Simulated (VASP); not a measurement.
Set up this calculation in VASP 6.6.1, as the native input.

* Task: relaxation of cell and atoms
* Functional: PBEsol
* Potentials or basis: VASP PAW PBE potentials, release 64 (Cd, Te)
* Cutoff: 600 eV
* k mesh: 6 × 6 × 6
* Occupations: gaussian, width 0.01 eV
* Spin: no spin polarisation
* Target pressure: 2 GPa
* Dipole correction: no
* Further INCAR settings: ALGO = Normal; EDIFF = 1e-06; IBRION = 2; EDIFFG = -0.002; NSW = 100; ISIF = 3

The structure of CdTe lies in POSCAR:

```
CdTe
1.0
    0.0000000000      3.2446940540      3.2446940540
    3.2446940540      0.0000000000      3.2446940540
    3.2446940540      3.2446940540      0.0000000000
Cd Te
1 1
Direct
    0.0000000000      0.0000000000      0.0000000000
    0.7500000000      0.7500000000      0.7500000000
```

These files were run (other wordings do the same):

INCAR

```
SYSTEM = CdTe
ALGO     = Normal         ! electronic algorithm
EDIFF    = 1E-6           ! SCF threshold, eV
EDIFFG   = -0.002         ! ionic threshold
ENCUT    = 600            ! plane-wave cutoff, eV
GGA      = PS             ! functional
IBRION   = 2              ! ionic algorithm
ISIF     = 3              ! what is computed and relaxed
ISMEAR   = 0              ! smearing method
LASPH    = .TRUE.         ! aspherical terms in the spheres
LCHARG   = .FALSE.        ! write CHGCAR
LREAL    = .FALSE.        ! projectors in reciprocal space
LWAVE    = .FALSE.        ! write WAVECAR
NELM     = 60             ! most SCF steps
NSW      = 100            ! ionic steps
PREC     = Accurate       ! precision mode
PSTRESS  = 20.0         
SIGMA    = 0.01           ! smearing width, eV
```

KPOINTS

```
k-points
0
G
  6 6 6
  0 0 0
```

Potentials or basis: VASP PAW PBE potentials, release 64 (Cd, Te).

Run with:

```sh
$ cat potpaw_PBE.64/Cd/POTCAR potpaw_PBE.64/Te/POTCAR > POTCAR
$ mpirun -np 1 vasp_std > vasp.out
```

It gave:

```yaml
Relaxed_volume: 32.81 Å³/atom
Relaxed_cell: a = 4.527 Å, b = 4.527 Å, c = 4.527 Å, α = 60.00°, β = 60.00°, γ = 60.00°
Space_group_after_relaxing_to_0.05_Å: F-43m (No. 216)
Energy_change_on_relaxing_the_enthalpy_is_what_falls: +8.7 meV/atom
Ionic_steps: 3
Pressure_after_relaxing: 2.0 GPa
Band_gap_on_the_k_mesh: 0.77 eV, direct
```

Caveat: the cell is relaxed towards a set pressure, so the enthalpy falls and the energy may rise; the PAW data sets were made with another functional, which shifts forces and pressure a little; spin-orbit coupling is left out, which moves the levels of the heavy elements.

Wall time 42 s on 1 thread of Intel(R) Xeon(R) 6975P-C (Granite Rapids), on a shared host, peak memory 0.24 GiB.
